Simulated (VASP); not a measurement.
Write the native input for VASP 6.6.1 that does the following.

| Property | Result |
| --- | --- |
| Task | relaxation of cell and atoms |
| Functional | PBE |
| Potentials or basis | VASP PAW PBE potentials, release 64 (I) |
| Cutoff | 600 eV |
| k mesh | 12 × 12 × 6 |
| Occupations | gaussian, width 0.1 eV |
| Spin | no spin polarisation |
| Dipole correction | no |
| Further INCAR settings | ALGO = Normal; EDIFF = 1e-06; IBRION = 2; EDIFFG = -0.01; NSW = 100; ISIF = 3 |

The structure of I lies in POSCAR:

```
I
1.0
    4.4434335728      0.0000000000      0.0000000000
   -2.2217167864      3.8481263541      0.0000000000
    0.0000000000      0.0000000000      9.3712049502
I
4
Direct
    0.0000000000      0.0000000000      0.0000000000
    0.0000000000      0.0000000000      0.5000000000
    0.3333333333      0.6666666667      0.7500000000
    0.6666666667      0.3333333333      0.2500000000
```

The input as run:

INCAR

```
SYSTEM = I
PREC = Accurate
ENCUT = 600
EDIFF = 1E-6
ISMEAR = 0
SIGMA = 0.1
LREAL = .FALSE.
LASPH = .TRUE.
NELM = 100
ALGO = Normal
ISIF = 3
LWAVE = .FALSE.
LCHARG = .FALSE.
GGA = PE
IBRION = 2
NSW = 100
EDIFFG = -0.01
```

KPOINTS

```
Automatic mesh
0
G
  12 12 6
  0 0 0
```

Potentials or basis: VASP PAW PBE potentials, release 64 (I).

Launch:

```bash
$ cat potpaw_PBE.64/I/POTCAR > POTCAR
$ mpirun -np 1 vasp_std > vasp.out
```

It gave:

```yaml
Pressure_after_relaxing: 0.0 GPa
Band_gap_on_the_k_mesh: zero (band 14 reaches 3.85 eV, above the bottom of band 15 at 3.07 eV)
```

Caveat: the relaxation stopped at its first step, so nothing moved; spin-orbit coupling is left out, which moves the levels of the heavy elements.

Wall time 110 s on 1 thread of Intel(R) Xeon(R) Platinum 8488C (Sapphire Rapids) (shared host), peak memory 0.43 GiB.
